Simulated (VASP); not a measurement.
# Pd (Pm-3m) in VASP: notebook

Pd is run at these levels: PBE; tasks: single point.

Program: VASP 6.6.1. These are calculated values, not measurements. Logs are shortened: lines on timing, memory, paths and dates and some standing lists are left out, and cuts for length are marked.

**1. The cell of the first run**

It takes space group Pm-3m (No. 221, cubic). Conventional cell: a = 2.615 Å, b = 2.615 Å, c = 2.615 Å, α = 90.00°, β = 90.00°, γ = 90.00°. Within 3.4 Å of Pd (site symmetry m-3m) lie 6 Pd at 2.61 Å.

This isn't the form of Pd at room conditions, which is fcc.

**2. Single point, PBE, collinear spin (17.88 Å³/atom)**

Input file INCAR:

```
SYSTEM = Pd
ALGO     = Normal         ! electronic algorithm
EDIFF    = 1E-6           ! SCF threshold, eV
ENCUT    = 500            ! plane-wave cutoff, eV
GGA      = PE             ! functional
GGA_COMPAT= .False.      
ISIF     = 2              ! what is computed and relaxed
ISMEAR   = -1             ! smearing method
ISPIN    = 2              ! spin polarisation
LASPH    = .True.         ! aspherical terms in the spheres
LCHARG   = .True.         ! write CHGCAR
LELF     = .True.         ! ELF
LMAXMIX  = 4              ! l up to which the mixer works
LORBIT   = 11             ! projections on sites
LREAL    = .False.        ! projectors in reciprocal space
LVHAR    = .True.       
LWAVE    = .False.        ! write WAVECAR
MAGMOM   = 0.5            ! initial moments
NBANDS   = 15             ! bands
NELM     = 200            ! most SCF steps
PREC     = Accurate       ! precision mode
SIGMA    = 0.05           ! smearing width, eV
```

Input file KPOINTS:

```
k-points
0
Gamma
  14 14 14
  0 0 0
```

Input file POSCAR:

```
Pd
1.0
    2.6149101206      0.0000000000      0.0000000000
    0.0000000000      2.6149101206      0.0000000000
    0.0000000000      0.0000000000      2.6149101206
Pd
1
Direct
    0.0000000000      0.0000000000      0.0000000000
```

Potentials or basis: VASP PAW PBE potentials, release 64 (Pd).

The run is started by

```console
> cat potpaw_PBE.64/Pd/POTCAR > POTCAR
> mpirun -np 1 vasp_std > vasp.out
```

OUTCAR:

```text
SYSTEM = Pd
   EDIFF = 1E-6
   ENCUT = 500
   GGA = PE
   ISIF = 2
   ISMEAR = -1
   ISPIN = 2
   LASPH = .True.
   LORBIT = 11
   LREAL = .False.
   NELM = 200
   PREC = Accurate

 ion  position               nearest neighbor table
   1  0.000  0.000  0.000-

  LATTYP: Found a simple cubic cell.
 ALAT       =     2.6149101206

  Lattice vectors:

 A1 = (   2.6149101206,   0.0000000000,   0.0000000000)
 A2 = (   0.0000000000,   2.6149101206,   0.0000000000)
 A3 = (   0.0000000000,   0.0000000000,   2.6149101206)

Analysis of symmetry for initial positions (statically):
=====================================================================
 Subroutine PRICEL returns:
 Original cell was already a primitive cell.

 Routine SETGRP: Setting up the symmetry group for a
 simple cubic supercell.

 Subroutine GETGRP returns: Found 48 space group operations
 (whereof 48 operations were pure point group operations)
 out of a pool of 48 trial point group operations.

The static configuration has the point symmetry O_h .

Analysis of symmetry for dynamics (positions and initial velocities):
=====================================================================
 Subroutine PRICEL returns:
 Original cell was already a primitive cell.

 Routine SETGRP: Setting up the symmetry group for a
 simple cubic supercell.

 Subroutine GETGRP returns: Found 48 space group operations
 (whereof 48 operations were pure point group operations)
 out of a pool of 48 trial point group operations.

The dynamic configuration has the point symmetry O_h .

Analysis of structural, dynamic, and magnetic symmetry:
=====================================================================
 Subroutine PRICEL returns:
 Original cell was already a primitive cell.

 Routine SETGRP: Setting up the symmetry group for a
 simple cubic supercell.

 Subroutine GETGRP returns: Found 48 space group operations
 (whereof 48 operations were pure point group operations)
 out of a pool of 48 trial point group operations.

The overall configuration has the point symmetry O_h .

 Subroutine INISYM returns: Found 48 space group operations
 (whereof 48 operations are pure point group operations),
 and found     1 'primitive' translations

----------------------------------------------------------------------------------------

                                     Primitive cell

  volume of cell :      17.8801

  direct lattice vectors                    reciprocal lattice vectors
     2.614910121  0.000000000  0.000000000     0.382422322  0.000000000  0.000000000
     0.000000000  2.614910121  0.000000000     0.000000000  0.382422322  0.000000000
     0.000000000  0.000000000  2.614910121     0.000000000  0.000000000  0.382422322

  length of vectors
     2.614910121  2.614910121  2.614910121     0.382422322  0.382422322  0.382422322

  position of ions in fractional coordinates (direct lattice)
     0.000000000  0.000000000  0.000000000

  ion indices of the primitive-cell ions
   primitive index   ion index
                 1           1

----------------------------------------------------------------------------------------

 KPOINTS: k-points

Automatic generation of k-mesh.
 Grid dimensions read from file:
 generate k-points for:   14   14   14

 Generating k-lattice:

  Cartesian coordinates                     Fractional coordinates (reciprocal lattice)
     0.027315880  0.000000000  0.000000000     0.071428571  0.000000000  0.000000000
     0.000000000  0.027315880  0.000000000     0.000000000  0.071428571  0.000000000
     0.000000000  0.000000000  0.027315880     0.000000000  0.000000000  0.071428571

  Length of vectors
     0.027315880  0.027315880  0.027315880

  Shift w.r.t. Gamma in fractional coordinates (k-lattice)
     0.000000000  0.000000000  0.000000000

 Subroutine IBZKPT returns following result:
 ===========================================

 Found    120 irreducible k-points:

 Following reciprocal coordinates:
            Coordinates               Weight
  0.000000  0.000000  0.000000      1.000000
  0.071429  0.000000  0.000000      6.000000
  0.142857  0.000000  0.000000      6.000000
  0.214286  0.000000  0.000000      6.000000
  0.285714  0.000000  0.000000      6.000000
  0.357143  0.000000  0.000000      6.000000
[... 16 lines left out ...]
  0.285714  0.214286  0.000000     24.000000
  0.357143  0.214286  0.000000     24.000000
 [... further k-points ...]
   k-points           NKPTS =    120   k-points in BZ     NKDIM =    120   number of bands    NBANDS=     15
   number of dos      NEDOS =    301   number of ions     NIONS =      1
   total plane-waves  NPLWV =   8000
   dimension x,y,z NGX =    20 NGY =   20 NGZ =   20
   dimension x,y,z NGXF=    40 NGYF=   40 NGZF=   40
   ions per type =               1
   NGX,Y,Z   is equivalent  to a cutoff of  12.72, 12.72, 12.72 a.u.
   NGXF,Y,Z  is equivalent  to a cutoff of  25.43, 25.43, 25.43 a.u.
 SYSTEM =  Pd
   PREC   = accura    normal or accurate (medium, high low for compatibility)
   ISTART =      0    job   : 0-new  1-cont  2-samecut
   ICHARG =      2    charge: 1-file 2-atom 10-const
   ISPIN  =      2    spin polarized calculation?
   LNONCOLLINEAR =      F non collinear calculations
   LSORBIT =      F    spin-orbit coupling
   LASPH  =      T    aspherical Exc in radial PAW
   ENCUT  =  500.0 eV  36.75 Ry    6.06 a.u.   4.77  4.77  4.77*2*pi/ulx,y,z
   NELM   =    200;   NELMIN=  2; NELMDL= -5     # of ELM steps
   EDIFF  = 0.1E-05   stopping-criterion for ELM
   LREAL  =      F    real-space projection
[... 7 lines left out ...]
   TEBEG  =    0.0;   TEEND  =   0.0 temperature during run
   PSTRESS=    0.0 pullay stress
   NELECT =      10.0000    total number of electrons
   NUPDOWN=      -1.0000    fix difference up-down
   EMIN   =  10.00;   EMAX   =-10.00  energy-range for DOS
   EFERMI =   0.00;   METHOD = LEGACY
   ISMEAR =    -1;   SIGMA  =   0.05  broadening in eV -4-tet -1-fermi 0-gaus
   EFERMI_NEDOS =   21; number of points for ismear=-14 and -15
   IALGO  =     38    algorithm
   IMIX   =      4    mixing-type and parameters
     AMIX     =   0.40;   BMIX     =  1.00
     AMIX_MAG =   1.60;   BMIX_MAG =  1.00
  volume/ion in A,a.u.               =      17.88       120.66
  Fermi-wavevector in a.u.,A,eV,Ry     =   1.348812  2.548885 24.752992  1.819294
  Thomas-Fermi vector in A             =   2.476450
   LORBIT       =     11    0 simple, 1 ext, 2 COOP (PROOUT), +10 PAW based schemes
   GGA     = PE    functional components
   LHFCALC =     F    Hartree Fock is set to
   AEXX    =    0.0000 exact exchange contribution
   IVDW    =     0    specifies the selected vdW correction
   LEPSILON=     F    determine dielectric tensor
   LRPA    =     F    only Hartree local field effects (RPA)
 spin polarized calculation
  energy-cutoff  :      500.00
  volume of cell :       17.88
 maximum number of plane-waves:       468
 NGX is ok and might be reduce to    20
   NGX =  9   NGY =  9   NGZ =  9

 number of electron      10.0000007 magnetization       0.0000454

 number of electron      10.0000007 magnetization      -0.0001140

 Free energy of the ion-electron system (eV)
  ---------------------------------------------------
  ext. energy  EPLUGINS =         0.00000000
  ---------------------------------------------------
  free energy    TOTEN  =        -4.71293524 eV

  energy without entropy =       -4.69748327  energy(sigma->0) =       -4.70520926

 E-fermi :   7.1238     XC(G=0): -11.8872

 val. band max:        7.1170212249   @ k =   0.5000   0.0714   0.0714
 cond. band min:       7.1311494255   @ k =   0.0000   0.0000   0.0000
 fundamental gap:      0.0141282007
 Fermi energy:         7.1238419890

 spin component 1

 k-point     1 :       0.0000    0.0000    0.0000
  band No.  band energies     occupation
      1       1.2286      1.00000
      2       2.6873      1.00000
      3       2.6873      1.00000
      4       7.1312      0.46347
      5       7.1312      0.46347
      6       7.1312      0.46347
      7      23.5456      0.00000
      8      23.5456      0.00000
      9      23.5456      0.00000
     10      29.8249      0.00000
     11      29.8249      0.00000
     12      29.9989      0.00000
     13      34.1766      0.00000
     14      37.0223      0.00000
     15      37.0223      0.00000
[... 397 lines left out ...]
 k-point    24 :       0.3571    0.2143    0.0000
  band No.  band energies     occupation
      1       3.2483      1.00000
      2       3.9151      1.00000
      3       4.7709      1.00000
      4       5.9687      1.00000
      5       6.6625      0.99990
      6       7.3987      0.00408
      7      15.0663      0.00000
      8      21.5600      0.00000
      9      26.5481      0.00000
     10      29.1679      0.00000
     11      29.5995      0.00000
     12      34.0453      0.00000
     13      34.5880      0.00000
     14      35.6665      0.00000
     15      36.9558      0.00000

 [... further k-points ...]

 spin component 2

 k-point     1 :       0.0000    0.0000    0.0000
  band No.  band energies     occupation
      1       1.2286      1.00000
      2       2.6872      1.00000
      3       2.6872      1.00000
      4       7.1311      0.46353
      5       7.1311      0.46353
      6       7.1311      0.46353
      7      23.5456      0.00000
      8      23.5456      0.00000
      9      23.5456      0.00000
     10      29.8249      0.00000
     11      29.8249      0.00000
     12      29.9988      0.00000
     13      34.1764      0.00000
     14      37.0223      0.00000
     15      37.0223      0.00000
[... 397 lines left out ...]
 k-point    24 :       0.3571    0.2143    0.0000
  band No.  band energies     occupation
      1       3.2483      1.00000
      2       3.9151      1.00000
      3       4.7709      1.00000
      4       5.9687      1.00000
      5       6.6625      0.99990
      6       7.3987      0.00408
      7      15.0662      0.00000
      8      21.5599      0.00000
      9      26.5481      0.00000
     10      29.1679      0.00000
     11      29.5994      0.00000
     12      34.0451      0.00000
     13      34.5880      0.00000
     14      35.6664      0.00000
     15      36.9557      0.00000

 [... further k-points ...]

------------------------ aborting loop because EDIFF is reached ----------------------------------------

  FORCE on cell =-STRESS in cart. coord.  units (eV):
  Direction    XX          YY          ZZ          XY          YZ          ZX
  --------------------------------------------------------------------------------------
  -------------------------------------------------------------------------------------
  Total       -0.0318906     -0.0318906     -0.0318906      0.0000000      0.0000000      0.0000000
  in kB       -2.8576081     -2.8576081     -2.8576081      0.0000000      0.0000000      0.0000000
  external PRESSURE =      -2.8576081 kB  Pullay stress =       0.0000000 kB

 VOLUME and BASIS-vectors are now :
 -----------------------------------------------------------------------------
  energy-cutoff  :      500.00
  volume of cell :       17.88
      direct lattice vectors                 reciprocal lattice vectors
     2.614910121  0.000000000  0.000000000     0.382422322  0.000000000  0.000000000
     0.000000000  2.614910121  0.000000000     0.000000000  0.382422322  0.000000000
     0.000000000  0.000000000  2.614910121     0.000000000  0.000000000  0.382422322

 POSITION                                       TOTAL-FORCE (eV/Angst)
 -----------------------------------------------------------------------------------
      0.00000      0.00000      0.00000         0.000000      0.000000      0.000000
 -----------------------------------------------------------------------------------
    total drift:                                0.000000      0.000000      0.000000

  FREE ENERGIE OF THE ION-ELECTRON SYSTEM (eV)
  ---------------------------------------------------
  free  energy   TOTEN  =        -4.7129352415 eV

  energy  without entropy=       -4.6974832729  energy(sigma->0) =       -4.70520926

 total charge

# of ion       s       p       d       tot
------------------------------------------
    1        0.484   0.329   8.523   9.337

 magnetization (x)

# of ion       s       p       d       tot
------------------------------------------
    1       -0.000  -0.000  -0.000  -0.000
```

It took 19 s on 1 thread of Intel Xeon 6975P-C (Granite Rapids), shared host; peak memory 0.16 GiB.

Results:

```yaml
Free_energy: -4.7129 eV
Pressure: -0.3 GPa
Band_gap_on_the_k_mesh: zero (filled and empty bands overlap)
Net_moment: 0.00 μB per cell
Valence_electrons_inside_the_program's_atomic_spheres: Pd 9.34
```

**3. Single point, PBE, collinear spin (18.60 Å³/atom)**

This run uses another cell than the first one, of 18.60 Å³/atom.

Input file INCAR:

```
PREC     = Accurate       # precision mode
ENCUT    = 500            # plane-wave cutoff, eV
EDIFF    = 1E-6           # SCF threshold, eV
ISMEAR   = -1             # smearing method
SIGMA    = 0.05           # smearing width, eV
LREAL    = F              # projectors in reciprocal space
LASPH    = T              # aspherical terms in the spheres
NELM     = 200            # most SCF steps
ALGO     = Normal         # electronic algorithm
ISIF     = 2              # what is computed and relaxed
LWAVE    = F              # write WAVECAR
LCHARG   = T              # write CHGCAR
ISPIN    = 2              # spin polarisation
MAGMOM   = 0.5            # initial moments
LORBIT   = 11             # projections on sites
LMAXMIX  = 4              # l up to which the mixer works
GGA      = PE             # functional
LELF     = T              # ELF
LVHAR    = T            
NBANDS   = 15             # bands
GGA_COMPAT= F
```

Input file KPOINTS:

```
Automatic mesh
0
Gamma
  14 14 14
```

Input file POSCAR:

```
Pd
1.0
    2.6493207788      0.0000000000      0.0000000000
    0.0000000000      2.6493207788      0.0000000000
    0.0000000000      0.0000000000      2.6493207788
Pd
1
Direct
    0.0000000000      0.0000000000      0.0000000000
```

Potentials or basis: VASP PAW PBE potentials, release 64 (Pd).

The run is started by

```console
> cat potpaw_PBE.64/Pd/POTCAR > POTCAR
> mpirun -np 1 vasp_std > vasp.out
```

OUTCAR:

```text
PREC = Accurate
   ENCUT = 500
   EDIFF = 1E-6
   ISMEAR = -1
   LREAL = F
   LASPH = T
   NELM = 200
   ISIF = 2
   ISPIN = 2
   LORBIT = 11
   GGA = PE

 ion  position               nearest neighbor table
   1  0.000  0.000  0.000-

  LATTYP: Found a simple cubic cell.
 ALAT       =     2.6493207788

  Lattice vectors:

 A1 = (   2.6493207788,   0.0000000000,   0.0000000000)
 A2 = (   0.0000000000,   2.6493207788,   0.0000000000)
 A3 = (   0.0000000000,   0.0000000000,   2.6493207788)

Analysis of symmetry for initial positions (statically):
=====================================================================
 Subroutine PRICEL returns:
 Original cell was already a primitive cell.

 Routine SETGRP: Setting up the symmetry group for a
 simple cubic supercell.

 Subroutine GETGRP returns: Found 48 space group operations
 (whereof 48 operations were pure point group operations)
 out of a pool of 48 trial point group operations.

The static configuration has the point symmetry O_h .

Analysis of symmetry for dynamics (positions and initial velocities):
=====================================================================
 Subroutine PRICEL returns:
[... 1037 lines left out ...]
      4       5.5059      1.00000
      5       6.1545      0.99985
      6       6.8979      0.00227
      7      14.3345      0.00000
      8      20.7182      0.00000
      9      25.7195      0.00000
     10      28.1970      0.00000
     11      28.5763      0.00000
     12      33.4445      0.00000
     13      33.7438      0.00000
     14      34.6096      0.00000
     15      35.9487      0.00000

 [... further k-points ...]

------------------------ aborting loop because EDIFF is reached ----------------------------------------

  FORCE on cell =-STRESS in cart. coord.  units (eV):
  Direction    XX          YY          ZZ          XY          YZ          ZX
  --------------------------------------------------------------------------------------
  -------------------------------------------------------------------------------------
  Total       -0.5166402     -0.5166402     -0.5166402     -0.0000000     -0.0000000      0.0000000
  in kB      -44.5138495    -44.5138495    -44.5138495     -0.0000000     -0.0000000      0.0000000
  external PRESSURE =     -44.5138495 kB  Pullay stress =       0.0000000 kB

 VOLUME and BASIS-vectors are now :
 -----------------------------------------------------------------------------
  energy-cutoff  :      500.00
  volume of cell :       18.60
      direct lattice vectors                 reciprocal lattice vectors
     2.649320779  0.000000000  0.000000000     0.377455236  0.000000000  0.000000000
     0.000000000  2.649320779  0.000000000     0.000000000  0.377455236  0.000000000
     0.000000000  0.000000000  2.649320779     0.000000000  0.000000000  0.377455236

 POSITION                                       TOTAL-FORCE (eV/Angst)
 -----------------------------------------------------------------------------------
      0.00000      0.00000      0.00000         0.000000      0.000000      0.000000
 -----------------------------------------------------------------------------------
    total drift:                                0.000000      0.000000      0.000000

  FREE ENERGIE OF THE ION-ELECTRON SYSTEM (eV)
  ---------------------------------------------------
  free  energy   TOTEN  =        -4.7020712868 eV

  energy  without entropy=       -4.6860521411  energy(sigma->0) =       -4.69406171

 total charge

# of ion       s       p       d       tot
------------------------------------------
    1        0.465   0.302   8.511   9.277

 magnetization (x)

# of ion       s       p       d       tot
------------------------------------------
    1       -0.000  -0.000  -0.000  -0.000
```

stdout:

```text
POSCAR found type information on POSCAR Pd
 POSCAR found :  1 types and       1 ions
 scaLAPACK will be used
 LDA part: xc-table for (Slater+PW92), standard interpolation
 POSCAR, INCAR and KPOINTS ok, starting setup
 FFT: planning ... GRIDC
 FFT: planning ... GRID_SOFT
 FFT: planning ... GRID
 WAVECAR not read
 entering main loop
```

Wall time 19 s (1 thread of Intel Xeon 6975P-C (Granite Rapids), shared host); peak memory 0.16 GiB.

Results:

| Quantity | Value |
| --- | --- |
| Free energy | -4.7021 eV |
| Pressure | -4.5 GPa |
| Band gap on the k mesh | zero (filled and empty bands overlap) |
| Net moment | 0.00 μB per cell |
| Valence electrons inside the program's atomic spheres | Pd 9.28 |

Caveat: the cell stands under tension.

(Part 1 of 2 ends here.)
